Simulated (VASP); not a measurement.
# GaN (P6_3mc) in VASP: notebook

Runs on GaN. Level: PBE. Tasks: single point.

Program: VASP 6.6.1. These are calculated values, not measurements. Logs are shortened: lines on timing, memory, paths and dates and some standing lists are left out, and cuts for length are marked.

### Step 1. The cell of the first run

Symmetry: P6_3mc, No. 186, hexagonal system. Conventional cell: a = 3.180 Å, b = 3.180 Å, c = 5.166 Å, α = 90.00°, β = 90.00°, γ = 120.00°. Ga (site symmetry 3m) has 4 N at 1.94 to 1.95 Å within 2.6 Å. N (site symmetry 3m) has 4 Ga at 1.94 to 1.95 Å within 2.6 Å.

### Step 2. Single point, PBE

The input, INCAR:

```
SYSTEM = GaN
ALGO = Normal
EDIFF = 1E-7
ENCUT = 520
GGA = PE
ISIF = 2
ISMEAR = 0
LASPH = .TRUE.
LCHARG = .FALSE.
LREAL = .FALSE.
LWAVE = .FALSE.
NBANDS = 26
NELM = 80
PREC = Accurate
SIGMA = 0.01
```

The input, KPOINTS:

```
k-points
0
G
  6 6 3
  0 0 0
```

The input, POSCAR:

```
GaN
1.0
    3.1800000000      0.0000000000      0.0000000000
   -1.5900000000      2.7539607800      0.0000000000
    0.0000000000      0.0000000000      5.1660000000
Ga N
2 2
Direct
    0.3333333333      0.6666666667      0.0000000000
    0.6666666667      0.3333333333      0.5000000000
    0.3333333333      0.6666666667      0.3750000000
    0.6666666667      0.3333333333      0.8750000000
```

Potentials or basis: VASP PAW PBE potentials, release 64 (Ga_d, N).

Launch:

```bash
$ cat potpaw_PBE.64/Ga_d/POTCAR potpaw_PBE.64/N/POTCAR > POTCAR
$ mpirun -np 1 vasp_std > vasp.out
```

OUTCAR:

```text
SYSTEM = GaN
   EDIFF = 1E-7
   ENCUT = 520
   GGA = PE
   ISIF = 2
   ISMEAR = 0
   LASPH = .TRUE.
   LREAL = .FALSE.
   NELM = 80
   PREC = Accurate

 ion  position               nearest neighbor table
   1  0.333  0.667  0.000-   3 1.94   4 1.95   4 1.95   4 1.95
   2  0.667  0.333  0.500-   4 1.94   3 1.95   3 1.95   3 1.95
   3  0.333  0.667  0.375-   1 1.94   2 1.95   2 1.95   2 1.95
   4  0.667  0.333  0.875-   2 1.94   1 1.95   1 1.95   1 1.95

  LATTYP: Found a hexagonal cell.
 ALAT       =     3.1800000000
 C/A-ratio  =     1.6245283019

  Lattice vectors:

 A1 = (   3.1800000000,   0.0000000000,   0.0000000000)
 A2 = (  -1.5900000000,   2.7539607800,   0.0000000000)
 A3 = (   0.0000000000,   0.0000000000,   5.1660000000)

Analysis of symmetry for initial positions (statically):
=====================================================================
 Subroutine PRICEL returns:
 Original cell was already a primitive cell.

 Routine SETGRP: Setting up the symmetry group for a
 hexagonal supercell.

 Subroutine GETGRP returns: Found 12 space group operations
 (whereof  6 operations were pure point group operations)
 out of a pool of 24 trial point group operations.

The static configuration has the point symmetry C_3v.
 The point group associated with its full space group is C_6v.

Analysis of symmetry for dynamics (positions and initial velocities):
=====================================================================
 Subroutine PRICEL returns:
 Original cell was already a primitive cell.

 Routine SETGRP: Setting up the symmetry group for a
 hexagonal supercell.

 Subroutine GETGRP returns: Found 12 space group operations
 (whereof  6 operations were pure point group operations)
 out of a pool of 24 trial point group operations.

The dynamic configuration has the point symmetry C_3v.
 The point group associated with its full space group is C_6v.

 Subroutine INISYM returns: Found 12 space group operations
 (whereof  6 operations are pure point group operations),
 and found     1 'primitive' translations

----------------------------------------------------------------------------------------

                                     Primitive cell

  volume of cell :      45.2417

  direct lattice vectors                    reciprocal lattice vectors
     3.180000000  0.000000000  0.000000000     0.314465409  0.181556689  0.000000000
    -1.590000000  2.753960780  0.000000000     0.000000000  0.363113377  0.000000000
     0.000000000  0.000000000  5.166000000     0.000000000  0.000000000  0.193573364

  length of vectors
     3.180000000  3.179999997  5.166000000     0.363113377  0.363113377  0.193573364

  position of ions in fractional coordinates (direct lattice)
     0.333333333  0.666666667  0.000000000
     0.666666667  0.333333333  0.500000000
     0.333333333  0.666666667  0.375000000
     0.666666667  0.333333333  0.875000000

  ion indices of the primitive-cell ions
   primitive index   ion index
                 1           1
                 2           2
                 3           3
                 4           4

----------------------------------------------------------------------------------------

 KPOINTS: k-points

Automatic generation of k-mesh.
 Grid dimensions read from file:
 generate k-points for:    6    6    3

 Generating k-lattice:

  Cartesian coordinates                     Fractional coordinates (reciprocal lattice)
     0.052410901  0.030259448  0.000000000     0.166666667  0.000000000  0.000000000
     0.000000000  0.060518896  0.000000000     0.000000000  0.166666667  0.000000000
     0.000000000  0.000000000  0.064524455     0.000000000  0.000000000  0.333333333

  Length of vectors
     0.060518896  0.060518896  0.064524455

  Shift w.r.t. Gamma in fractional coordinates (k-lattice)
     0.000000000  0.000000000  0.000000000

 Subroutine IBZKPT returns following result:
 ===========================================

 Found     14 irreducible k-points:

 Following reciprocal coordinates:
            Coordinates               Weight
  0.000000  0.000000  0.000000      1.000000
  0.166667 -0.000000  0.000000      6.000000
  0.333333  0.000000  0.000000      6.000000
  0.500000 -0.000000  0.000000      3.000000
  0.166667  0.166667  0.000000      6.000000
  0.333333  0.166667  0.000000     12.000000
  0.333333  0.333333  0.000000      2.000000
  0.000000  0.000000  0.333333      2.000000
  0.166667 -0.000000  0.333333     12.000000
  0.333333  0.000000  0.333333     12.000000
  0.500000 -0.000000  0.333333      6.000000
  0.166667  0.166667  0.333333     12.000000
  0.333333  0.166667  0.333333     24.000000
  0.333333  0.333333  0.333333      4.000000
   k-points           NKPTS =     14   k-points in BZ     NKDIM =     14   number of bands    NBANDS=     26
   number of dos      NEDOS =    301   number of ions     NIONS =      4
   total plane-waves  NPLWV =  23040
   dimension x,y,z NGX =    24 NGY =   24 NGZ =   40
   dimension x,y,z NGXF=    48 NGYF=   48 NGZF=   80
   ions per type =               2   2
   NGX,Y,Z   is equivalent  to a cutoff of  12.55, 12.55, 12.87 a.u.
   NGXF,Y,Z  is equivalent  to a cutoff of  25.09, 25.09, 25.74 a.u.
 SYSTEM =  GaN
   PREC   = accura    normal or accurate (medium, high low for compatibility)
   ISTART =      0    job   : 0-new  1-cont  2-samecut
   ICHARG =      2    charge: 1-file 2-atom 10-const
   ISPIN  =      1    spin polarized calculation?
   LNONCOLLINEAR =      F non collinear calculations
   LSORBIT =      F    spin-orbit coupling
   LASPH  =      T    aspherical Exc in radial PAW
   ENCUT  =  520.0 eV  38.22 Ry    6.18 a.u.   5.91  5.91  9.61*2*pi/ulx,y,z
   NELM   =     80;   NELMIN=  2; NELMDL= -5     # of ELM steps
   EDIFF  = 0.1E-06   stopping-criterion for ELM
   LREAL  =      F    real-space projection
   EDIFFG = 0.1E-05   stopping-criterion for IOM
   NSW    =      0    number of steps for IOM
   IBRION =     -1    ionic relax: 0-MD 1-quasi-New 2-CG
   NFREE  =      0    steps in history (QN), initial steepest desc. (CG)
   ISIF   =      2    stress and relaxation
   ISYM   =      2    0-nonsym 1-usesym 2-fastsym
   POTIM  = 0.5000    time-step for ionic-motion
   TEBEG  =    0.0;   TEEND  =   0.0 temperature during run
   PSTRESS=    0.0 pullay stress
   NELECT =      36.0000    total number of electrons
   NUPDOWN=      -1.0000    fix difference up-down
   EMIN   =  10.00;   EMAX   =-10.00  energy-range for DOS
   EFERMI =   0.00;   METHOD = LEGACY
   ISMEAR =     0;   SIGMA  =   0.01  broadening in eV -4-tet -1-fermi 0-gaus
   EFERMI_NEDOS =   21; number of points for ismear=-14 and -15
   IALGO  =     38    algorithm
   IMIX   =      4    mixing-type and parameters
     AMIX     =   0.40;   BMIX     =  1.00
     AMIX_MAG =   1.60;   BMIX_MAG =  1.00
  volume/ion in A,a.u.               =      11.31        76.33
  Fermi-wavevector in a.u.,A,eV,Ry     =   1.517036  2.866782 31.312427  2.301398
  Thomas-Fermi vector in A             =   2.626345
   LORBIT       =      0    0 simple, 1 ext, 2 COOP (PROOUT), +10 PAW based schemes
   GGA     = PE    functional components
   LHFCALC =     F    Hartree Fock is set to
   AEXX    =    0.0000 exact exchange contribution
   IVDW    =     0    specifies the selected vdW correction
   LEPSILON=     F    determine dielectric tensor
   LRPA    =     F    only Hartree local field effects (RPA)
 non-spin polarized calculation
 Gauss-broadening in eV      SIGMA  =   0.01
  energy-cutoff  :      520.00
  volume of cell :       45.24
 maximum number of plane-waves:      1236
 NGX is ok and might be reduce to    24
   NGX = 11   NGY = 11   NGZ = 19

 number of electron      36.0000002 magnetization

 Free energy of the ion-electron system (eV)
  ---------------------------------------------------
  ext. energy  EPLUGINS =         0.00000000
  ---------------------------------------------------
  free energy    TOTEN  =       -24.27773991 eV

  energy without entropy =      -24.27773991  energy(sigma->0) =      -24.27773991

 E-fermi :   5.5154     XC(G=0): -11.7212

 val. band max:        5.4359923468   @ k =   0.0000   0.0000   0.0000
 cond. band min:       7.4074413242   @ k =   0.0000   0.0000   0.0000
 fundamental gap:      1.9714489775
 Fermi energy:         5.5154344304

 k-point     1 :       0.0000    0.0000    0.0000
  band No.  band energies     occupation
      1     -10.6351      2.00000
      2      -9.6756      2.00000
      3      -8.0235      2.00000
      4      -8.0021      2.00000
      5      -8.0021      2.00000
      6      -7.9376      2.00000
[... 18 lines left out ...]
     25      17.2030      0.00000
     26      17.2030      0.00000

 k-point     2 :       0.1667   -0.0000    0.0000
  band No.  band energies     occupation
      1     -10.3757      2.00000
      2      -9.6137      2.00000
      3      -7.9897      2.00000
      4      -7.9674      2.00000
      5      -7.9262      2.00000
      6      -7.8905      2.00000
[... 18 lines left out ...]
     25      16.9209      0.00000
     26      17.7139      0.00000

 k-point     3 :       0.3333    0.0000    0.0000
  band No.  band energies     occupation
      1      -9.8912      2.00000
      2      -9.5294      2.00000
      3      -7.9510      2.00000
      4      -7.9312      2.00000
      5      -7.8518      2.00000
      6      -7.7851      2.00000
[... 18 lines left out ...]
     25      17.1018      0.00000
     26      18.7167      0.00000

 k-point     4 :       0.5000   -0.0000    0.0000
  band No.  band energies     occupation
      1      -9.6963      2.00000
      2      -9.5071      2.00000
      3      -7.9542      2.00000
      4      -7.9292      2.00000
      5      -7.8328      2.00000
      6      -7.7866      2.00000
[... 18 lines left out ...]
     25      17.9446      0.00000
     26      18.8962      0.00000

 k-point     5 :       0.1667    0.1667    0.0000
  band No.  band energies     occupation
      1     -10.0026      2.00000
      2      -9.5459      2.00000
      3      -7.9560      2.00000
      4      -7.9324      2.00000
      5      -7.8618      2.00000
      6      -7.8387      2.00000
[... 18 lines left out ...]
     25      16.5272      0.00000
     26      18.8256      0.00000

 k-point     6 :       0.3333    0.1667    0.0000
  band No.  band energies     occupation
      1      -9.6862      2.00000
      2      -9.5125      2.00000
      3      -7.9778      2.00000
      4      -7.8925      2.00000
      5      -7.8018      2.00000
      6      -7.7862      2.00000
[... 18 lines left out ...]
     25      17.1982      0.00000
     26      19.0214      0.00000

 k-point     7 :       0.3333    0.3333    0.0000
  band No.  band energies     occupation
      1      -9.5520      2.00000
      2      -9.5520      2.00000
      3      -8.0078      2.00000
      4      -7.7937      2.00000
      5      -7.7937      2.00000
      6      -7.7752      2.00000
[... 18 lines left out ...]
     25      18.0842      0.00000
     26      18.0851      0.00000

 k-point     8 :       0.0000    0.0000    0.3333
  band No.  band energies     occupation
      1     -10.3294      2.00000
      2      -9.8276      2.00000
      3      -7.9942      2.00000
      4      -7.9942      2.00000
      5      -7.9615      2.00000
      6      -7.9615      2.00000
[... 18 lines left out ...]
     25      16.3965      0.00000
     26      16.3965      0.00000

 k-point     9 :       0.1667   -0.0000    0.3333
  band No.  band energies     occupation
      1     -10.1140      2.00000
      2      -9.7207      2.00000
      3      -7.9727      2.00000
      4      -7.9527      2.00000
      5      -7.9371      2.00000
      6      -7.9115      2.00000
[... 18 lines left out ...]
     25      16.1762      0.00000
     26      17.0266      0.00000

 k-point    10 :       0.3333    0.0000    0.3333
  band No.  band energies     occupation
      1      -9.7450      2.00000
      2      -9.5640      2.00000
      3      -7.9593      2.00000
      4      -7.9060      2.00000
      5      -7.8924      2.00000
      6      -7.8170      2.00000
[... 18 lines left out ...]
     25      16.7761      0.00000
     26      18.1352      0.00000

 k-point    11 :       0.5000   -0.0000    0.3333
  band No.  band energies     occupation
      1      -9.6092      2.00000
      2      -9.5144      2.00000
      3      -7.9704      2.00000
      4      -7.9105      2.00000
      5      -7.8780      2.00000
      6      -7.7785      2.00000
[... 18 lines left out ...]
     25      16.7704      0.00000
     26      18.6099      0.00000

 k-point    12 :       0.1667    0.1667    0.3333
  band No.  band energies     occupation
      1      -9.8252      2.00000
      2      -9.5954      2.00000
      3      -7.9359      2.00000
      4      -7.9213      2.00000
      5      -7.8873      2.00000
      6      -7.8717      2.00000
[... 18 lines left out ...]
     25      16.7650      0.00000
     26      17.8196      0.00000

 k-point    13 :       0.3333    0.1667    0.3333
  band No.  band energies     occupation
      1      -9.6011      2.00000
      2      -9.5149      2.00000
      3      -7.9340      2.00000
      4      -7.9075      2.00000
      5      -7.8764      2.00000
      6      -7.8012      2.00000
[... 18 lines left out ...]
     25      17.4799      0.00000
     26      18.5436      0.00000

 k-point    14 :       0.3333    0.3333    0.3333
  band No.  band energies     occupation
      1      -9.5166      2.00000
      2      -9.5166      2.00000
      3      -7.9365      2.00000
      4      -7.8672      2.00000
      5      -7.8672      2.00000
      6      -7.8002      2.00000
[... 18 lines left out ...]
     25      18.7883      0.00000
     26      19.4077      0.00000

------------------------ aborting loop because EDIFF is reached ----------------------------------------

  FORCE on cell =-STRESS in cart. coord.  units (eV):
  Direction    XX          YY          ZZ          XY          YZ          ZX
  --------------------------------------------------------------------------------------
  -------------------------------------------------------------------------------------
  Total        1.8604465      1.8604465      2.4628183      0.0000000      0.0000000     -0.0000000
  in kB       65.8852944     65.8852942     87.2175096      0.0000000      0.0000000     -0.0000000
  external PRESSURE =      72.9960327 kB  Pullay stress =       0.0000000 kB

 VOLUME and BASIS-vectors are now :
 -----------------------------------------------------------------------------
  energy-cutoff  :      520.00
  volume of cell :       45.24
      direct lattice vectors                 reciprocal lattice vectors
     3.180000000  0.000000000  0.000000000     0.314465409  0.181556689  0.000000000
    -1.590000000  2.753960780  0.000000000     0.000000000  0.363113377  0.000000000
     0.000000000  0.000000000  5.166000000     0.000000000  0.000000000  0.193573364

 POSITION                                       TOTAL-FORCE (eV/Angst)
 -----------------------------------------------------------------------------------
     -0.00000      1.83597      0.00000        -0.000000      0.000000     -0.133774
      1.59000      0.91799      2.58300         0.000000      0.000000     -0.133774
     -0.00000      1.83597      1.93725         0.000000      0.000000      0.133774
      1.59000      0.91799      4.52025        -0.000000      0.000000      0.133774
 -----------------------------------------------------------------------------------
    total drift:                               -0.000001     -0.000001     -0.000228

  FREE ENERGIE OF THE ION-ELECTRON SYSTEM (eV)
  ---------------------------------------------------
  free  energy   TOTEN  =       -24.2777399112 eV

  energy  without entropy=      -24.2777399112  energy(sigma->0) =      -24.27773991
```

Run time: 9.2 s. Hardware: 1 thread of Intel Xeon 6975P-C, shared host; peak memory 0.16 GiB.

Results:

```
Free energy            : -24.2777 eV
Pressure               : 7.3 GPa
Largest force          : 0.134 eV/Å
Band gap on the k mesh : 1.97 eV, direct
```

Forces on the atoms (eV/Å):
```
Ga   0.000  0.000 -0.134
Ga   0.000  0.000 -0.134
N    0.000  0.000  0.134
N    0.000  0.000  0.134
```

Levels at points of the mesh, in eV from the valence-band top:
```csv
k point,band 15,band 16,band 17,band 18,band 19,band 20,band 21,band 22
"(0.00, 0.00, 0.00)",-1.06,-0.06,0.00,0.00,1.97,4.30,9.26,9.92
"(0.50, 0.00, 0.00)",-4.28,-2.78,-2.26,-0.99,5.07,5.61,6.07,8.67
```

(Part 1 of 2 ends here.)
